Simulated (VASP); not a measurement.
The system is Mo3W.

```xyz
8
Lattice="-0.0072 0.0535 -3.2339 -0.0141 -4.4817 0.0757 -8.9016 -0.0282 -0.0205" Properties=species:S:1:pos:R:3 pbc="T T T"
Mo   -8.9755   -2.2147    0.0155
Mo   -4.4815   -2.3922    0.0238
Mo   -4.5305   -4.5580   -1.4930
Mo    0.0435    0.0426   -1.6071
Mo   -6.6879   -4.3498   -0.0249
Mo   -2.1256   -4.5624    0.0736
W    -6.6912   -2.2281   -1.6141
W    -2.2425   -2.1516   -1.5453
```

- Program: VASP 6.6.1
- Task: relaxation of cell and atoms
- Functional: PBE
- Potentials or basis: VASP PAW PBE potentials, release 64 (Mo_sv, W_sv)
- Cutoff: 500 eV
- k mesh: 8 × 6 × 4
- Occupations: gaussian, width 0.2 eV
- Spin: no spin polarisation

At the start: pressure -0.8 GPa; volume 16.12 Å³/atom.

Question: Where does the relaxation end?

Answer: Over 13 steps the energy falls by 98.1 meV/atom and the volume is 15.91 Å³/atom (-1.3 %); space group P1 (No. 1, to 0.1 Å) before, P4/mmm (No. 123, to 0.1 Å).

Step by step:
```csv
step,energy change (eV),largest force (eV/Å),pressure (GPa),volume (Å³)
1,0.0000,2.4670,-0.78,128.98
2,-0.6727,0.7123,0.08,127.42
3,-0.6728,0.7179,0.05,127.43
4,-0.7525,0.3793,-0.02,127.35
5,-0.7548,0.3715,0.01,127.33
6,-0.7767,0.1792,-0.03,127.33
7,-0.7775,0.1807,-0.03,127.33
8,-0.7829,0.0940,0.08,127.27
9,-0.7836,0.0819,0.14,127.24
10,-0.7842,0.0237,-0.50,127.54
11,-0.7844,0.0407,-0.30,127.45
12,-0.7838,0.0480,0.61,127.02
13,-0.7846,0.0188,0.02,127.30
```

Final structure:
```cif
data_structure
_symmetry_space_group_name_H-M 'P 1'
_symmetry_Int_Tables_number 1
_cell_length_a 3.1743
_cell_length_b 4.4792
_cell_length_c 8.9530
_cell_angle_alpha 89.982
_cell_angle_beta 90.000
_cell_angle_gamma 89.992
_cell_volume 127.30
loop_
_atom_site_label
_atom_site_type_symbol
_atom_site_fract_x
_atom_site_fract_y
_atom_site_fract_z
_atom_site_occupancy
Mo1 Mo 0.00049 0.49991 0.00005 1
Mo2 Mo 0.99986 0.50006 0.50001 1
Mo3 Mo 0.50005 0.00013 0.50010 1
Mo4 Mo 0.50036 0.99993 0.99989 1
Mo5 Mo 0.00025 0.00007 0.75001 1
Mo6 Mo 0.99937 0.99996 0.24993 1
W1 W 0.50038 0.49987 0.74996 1
W2 W 0.49924 0.50007 0.25005 1
```
